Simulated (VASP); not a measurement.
A run of VASP 6.6.1 is set up as follows.

The input INCAR:

```
SYSTEM = Co
PREC = Accurate ; ENCUT = 520
EDIFF = 1E-6 ; ISMEAR = 0
SIGMA = 0.15 ; LREAL = .False.
LASPH = .True. ; NELM = 150
ALGO = Normal ; ISIF = 2
LWAVE = .False. ; LCHARG = .False.
ISPIN = 2 ; MAGMOM = 1.79 1.79
LORBIT = 11 ; LMAXMIX = 4
GGA = PS ; NBANDS = 20
```

Contents of KPOINTS:

```
regular mesh
0
Gamma
  21 21 12
  0 0 0
```

Contents of POSCAR:

```
Co
1.0
    2.5374000000      0.0000000000      0.0000000000
   -1.2687000000      2.1974528596      0.0000000000
    0.0000000000      0.0000000000      4.0996000000
Co
2
Direct
    0.3333333333      0.6666666667      0.2500000000
    0.6666666667      0.3333333333      0.7500000000
```

Potentials or basis: VASP PAW PBE potentials, release 64 (Co).

The run is started by

```bash
$ cat potpaw_PBE.64/Co/POTCAR > POTCAR
$ mpirun -np 1 vasp_std > vasp.out
```

Task: What does it give for the site moments?

Result: Co +1.67 μB.

Task: What does it give for the pressure?

Result: -19.2 GPa.

Caveat: the cell stands under tension; the PAW data sets were made with another functional, which shifts forces and pressure a little.
